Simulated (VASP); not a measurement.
Set up this calculation in VASP 6.6.1, as the native input.

```
Task                   : single point
Functional             : PBE
Potentials or basis    : VASP PAW PBE potentials, release 64 (Mg, Be, S, O)
Cutoff                 : 520 eV
k mesh                 : 10 × 10 × 10
Occupations            : gaussian, width 0.1 eV
Spin                   : no spin polarisation
Dipole correction      : no
Further INCAR settings : ALGO = Normal; EDIFF = 1e-06; NBANDS = 21
```

The structure of MgBe2SO2 lies in POSCAR:

```
MgBe2SO2
1.0
    4.3516596645      0.0000000000      0.0000000000
    0.0000000000      4.3516596645      0.0000000000
    0.0000000000      0.0000000000      4.1417736630
Mg Be S O
1 2 1 2
Direct
    0.5000000000      0.5000000000      0.5000000000
    0.0000000000      0.5000000000      0.0000000000
    0.5000000000      0.0000000000      0.0000000000
    0.5000000000      0.5000000000      0.0000000000
    0.0000000000      0.5000000000      0.5000000000
    0.5000000000      0.0000000000      0.5000000000
```

The cell was built from a structure type or drawn by symmetry, and may not be a known phase.

One way to write it, as run:

INCAR

```
SYSTEM = MgBe2SO2
PREC = Accurate ; ENCUT = 520
EDIFF = 1E-6 ; ISMEAR = 0
SIGMA = 0.1 ; LREAL = .FALSE.
LASPH = .TRUE. ; NELM = 80
ALGO = Normal ; ISIF = 2
LWAVE = .FALSE. ; LCHARG = .FALSE.
GGA = PE ; NBANDS = 21
```

KPOINTS

```
Automatic mesh
0
G
  10 10 10
  0 0 0
```

Potentials or basis: VASP PAW PBE potentials, release 64 (Mg, Be, S, O).

Launch:

```sh
$ cat potpaw_PBE.64/Mg/POTCAR potpaw_PBE.64/Be/POTCAR potpaw_PBE.64/S/POTCAR potpaw_PBE.64/O/POTCAR > POTCAR
$ mpirun -np 1 vasp_std > vasp.out
```

It gave:

```
Pressure               : 0.1 GPa
Band gap on the k mesh : zero (bands 12 and 13 overlap by 0.13 eV)
```

Caveat: semilocal functionals underestimate gaps, so a narrow gap can read as zero.

It took 120 s on 1 thread of Intel(R) Xeon(R) Platinum 8124M CPU @ 3.00GHz (Skylake/Cascade Lake), on a shared host, peak memory 0.33 GiB.
